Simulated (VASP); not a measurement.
Here is a VASP 6.6.1 calculation.

INCAR

```
SYSTEM = SnH2
PREC     = Accurate       ! precision mode
ENCUT    = 520            ! plane-wave cutoff, eV
EDIFF    = 1E-6           ! SCF threshold, eV
ISMEAR   = -1             ! smearing method
SIGMA    = 0.02           ! smearing width, eV
LREAL    = .False.        ! projectors in reciprocal space
LASPH    = .True.         ! aspherical terms in the spheres
NELM     = 60             ! most SCF steps
ALGO     = Normal         ! electronic algorithm
ISIF     = 2              ! what is computed and relaxed
LWAVE    = .False.        ! write WAVECAR
LCHARG   = .True.         ! write CHGCAR
GGA      = PE             ! functional
LELF     = .True.         ! ELF
LVHAR    = .True.       
NBANDS   = 15             ! bands
```

KPOINTS

```
regular mesh
0
Gamma
  10 10 10
  0 0 0
```

POSCAR

```
SnH2
1.0
    0.0000000000      2.6876771309      2.6876771309
    2.6876771309      0.0000000000      2.6876771309
    2.6876771309      2.6876771309      0.0000000000
Sn H
1 2
Direct
    0.0000000000      0.0000000000      0.0000000000
    0.2500000000      0.2500000000      0.2500000000
    0.7500000000      0.7500000000      0.7500000000
```

Potentials or basis: VASP PAW PBE potentials, release 64 (Sn_d, H).

Launch:

```bash
$ cat potpaw_PBE.64/Sn_d/POTCAR potpaw_PBE.64/H/POTCAR > POTCAR
$ mpirun -np 1 vasp_std > vasp.out
```

Problem. Predict the pressure.

Solution. -0.1 GPa.

Problem. Predict the band gap on the k mesh.

Solution. Zero (band 8 reaches 10.09 eV, above the bottom of band 9 at 4.98 eV).

Caveat: spin-orbit coupling is left out, which moves the levels of the heavy elements.
